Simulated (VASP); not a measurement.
Input of a VASP 6.6.1 run:

Contents of INCAR:

```
SYSTEM = SrO
ALGO = Normal
EDIFF = 1E-6
EDIFFG = -0.005
ENCUT = 600
GGA = PS
IBRION = 2
ISIF = 3
ISMEAR = -1
LASPH = .TRUE.
LCHARG = .FALSE.
LREAL = .FALSE.
LWAVE = .FALSE.
NELM = 100
NSW = 80
PREC = Accurate
SIGMA = 0.02
```

The input KPOINTS:

```
k-points
0
G
  8 8 8
  0 0 0
```

Contents of POSCAR:

```
SrO
1.0
    0.0000000000      2.5972737626      2.5972737626
    2.5972737626      0.0000000000      2.5972737626
    2.5972737626      2.5972737626      0.0000000000
Sr O
1 1
Direct
    0.0000000000      0.0000000000      0.0000000000
    0.5000000000      0.5000000000      0.5000000000
```

Potentials or basis: VASP PAW PBE potentials, release 64 (Sr_sv, O).

Command:

```sh
$ cat potpaw_PBE.64/Sr_sv/POTCAR potpaw_PBE.64/O/POTCAR > POTCAR
$ mpirun -np 1 vasp_std > vasp.out
```

Q: What does it give for the relaxed cell?

A: a = 3.629 Å, b = 3.629 Å, c = 3.629 Å, α = 60.00°, β = 60.00°, γ = 60.00°.

Q: Predict the band gap on the k mesh.

A: 3.15 eV, indirect (least direct gap 3.24 eV).

Q: Predict the space group after relaxing (to 0.05 Å).

A: Fm-3m (No. 225).

Final structure:
```
Sr O
1.0
     0.00000    2.56604    2.56604
     2.56604    0.00000    2.56604
     2.56604    2.56604    0.00000
Sr O
1 1
Direct
  0.00000 0.00000 0.00000
  0.50000 0.50000 0.50000
```

 A k mesh can miss the band edges.
